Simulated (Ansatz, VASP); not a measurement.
## Two plane-wave programs on Pd

INCAR

```
ALGO = Normal
EDIFF = 1E-6
ENCUT = 500
GGA = PE
GGA_COMPAT = False
ISIF = 2
ISMEAR = 0
LASPH = True
LCHARG = False
LREAL = False
LWAVE = False
NBANDS = 11
NELM = 120
PREC = Accurate
SIGMA = 0.1
```

The input KPOINTS:

```
k-points
0
Gamma
  8 8 8
```

The input POSCAR:

```
Pd
1.0
    0.0000000000      1.8995741606      1.8995741606
    1.8995741606      0.0000000000      1.8995741606
    1.8995741606      1.8995741606      0.0000000000
Pd
1
Direct
    0.0000000000      0.0000000000      0.0000000000
```

Input for Ansatz:

```yaml
crystal:
  lattice:
    - [0.0, 1.8995741606, 1.8995741606]
    - [1.8995741606, 0.0, 1.8995741606]
    - [1.8995741606, 1.8995741606, 0.0]
  atoms:
    - { symbol: Pd, position: [0.0, 0.0, 0.0] }
basis:
  ecutwfc: 420
kpoints:
  mp_grid: { grid: [8, 8, 8] }
hamiltonian:
  xc: pbe
scf:
  occupations: { method: gaussian, width: 0.1 }
output:
  forces: true
  stress: true
  eigenvalues: true
```

Alike in both runs: task single point; functional PBE; k mesh 8 × 8 × 8; occupations gaussian, width 0.1 eV; no spin polarisation.

|  | VASP | Ansatz |
| --- | --- | --- |
| version | VASP 6.6.1 | Ansatz 0.2.0 |
| potentials or method | VASP PAW PBE potentials, release 64 (Pd), cutoff 500 eV | scalar-relativistic, plane waves, PAW |
| valence electrons in the cell | 10 | 18 |

|  | VASP | Ansatz | Ansatz less VASP |
| --- | --- | --- | --- |
| gap on the k mesh at the Fermi level (eV) | none | none | - |
| pressure (GPa) | 26.0 | 26.4 | +0.38 |

A gap of «none» marks a metal or a gap that the smearing closes. The functional is the same, so the differences come from potentials, cutoffs and numerics. VASP's potentials hold 10 valence electrons a cell and Ansatz's 18, so a difference there can come from the potentials and not from the codes.
